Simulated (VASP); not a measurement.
Set up this calculation in VASP 6.6.1, as the native input.

```yaml
Task: single point
Functional: r2SCAN
Potentials_or_basis: VASP PAW PBE potentials, release 64 (Al, Cu)
Cutoff: 520 eV
k_mesh: 10 × 10 × 6
Occupations: gaussian, width 0.1 eV
Spin: no spin polarisation
Dipole_correction: no
Further_INCAR_settings: ALGO = Normal; EDIFF = 1e-06; NBANDS = 26
```

The system is Al2Cu.

```
Al Cu
1.0
     3.03910    3.03910    0.00000
    -3.03910    3.03910    0.00000
     0.00000    0.00000    5.54054
Al Cu
4 2
Direct
  0.50000 0.00000 0.25000
  0.00000 0.50000 0.25000
  0.00000 0.50000 0.75000
  0.50000 0.00000 0.75000
  0.00000 0.00000 0.50000
  0.50000 0.50000 0.00000
```

This cell differs from its parent crystal: biaxial strain in the a-b plane: +6.0 %, then relaxed in part.

The input as run:

POSCAR

```
Al2Cu
1.0
    3.0390979123      3.0390979123      0.0000000000
   -3.0390979123      3.0390979123      0.0000000000
    0.0000000000      0.0000000000      5.5405377429
Al Cu
4 2
Direct
    0.5000000000      0.0000000000      0.2500000000
    0.0000000000      0.5000000000      0.2500000000
    0.0000000000      0.5000000000      0.7500000000
    0.5000000000      0.0000000000      0.7500000000
    0.0000000000      0.0000000000      0.5000000000
    0.5000000000      0.5000000000      0.0000000000
```

INCAR.step1

```
SYSTEM = Al2Cu
PREC     = Accurate       ! precision mode
ENCUT    = 520            ! plane-wave cutoff, eV
ISMEAR   = 0              ! smearing method
SIGMA    = 0.1            ! smearing width, eV
LREAL    = .FALSE.        ! projectors in reciprocal space
LASPH    = .TRUE.         ! aspherical terms in the spheres
NELM     = 100            ! most SCF steps
NBANDS   = 26             ! bands
GGA      = PE             ! functional
ALGO     = Normal         ! electronic algorithm
EDIFF    = 1E-4           ! SCF threshold, eV
LWAVE    = .TRUE.         ! write WAVECAR
LCHARG   = .FALSE.        ! write CHGCAR
```

INCAR.step2

```
SYSTEM = Al2Cu
PREC     = Accurate       ! precision mode
ENCUT    = 520            ! plane-wave cutoff, eV
EDIFF    = 1E-6           ! SCF threshold, eV
ISMEAR   = 0              ! smearing method
SIGMA    = 0.1            ! smearing width, eV
LREAL    = .FALSE.        ! projectors in reciprocal space
LASPH    = .TRUE.         ! aspherical terms in the spheres
NELM     = 100            ! most SCF steps
ALGO     = Normal         ! electronic algorithm
ISIF     = 2              ! what is computed and relaxed
LWAVE    = .FALSE.        ! write WAVECAR
LCHARG   = .TRUE.         ! write CHGCAR
METAGGA  = R2SCAN         ! meta-GGA
LMIXTAU  = .TRUE.       
LELF     = .TRUE.         ! ELF
LVHAR    = .TRUE.       
NBANDS   = 26             ! bands
ISTART   = 1
```

KPOINTS

```
Automatic mesh
0
G
  10 10 6
  0 0 0
```

Potentials or basis: VASP PAW PBE potentials, release 64 (Al, Cu).

Run with:

```sh
$ cat potpaw_PBE.64/Al/POTCAR potpaw_PBE.64/Cu/POTCAR > POTCAR
$ cp INCAR.step1 INCAR
$ mpirun -np 1 vasp_std > vasp.out
$ cp INCAR.step2 INCAR
$ mpirun -np 1 vasp_std > vasp.out
```

It gave:

```
Pressure               : -6.8 GPa
Band gap on the k mesh : zero (band 17 reaches 7.80 eV, above the bottom of band 18 at 3.95 eV)
```

Caveat: the cell differs from its parent crystal (biaxial strain in the a-b plane: +6.0 %, then relaxed in part); the PAW data sets were made with another functional, which shifts forces and pressure a little.

Run time: 9.3 min on 1 thread of AMD EPYC 9R45 96-Core Processor (Zen 5), on a shared host, peak memory 0.31 GiB.
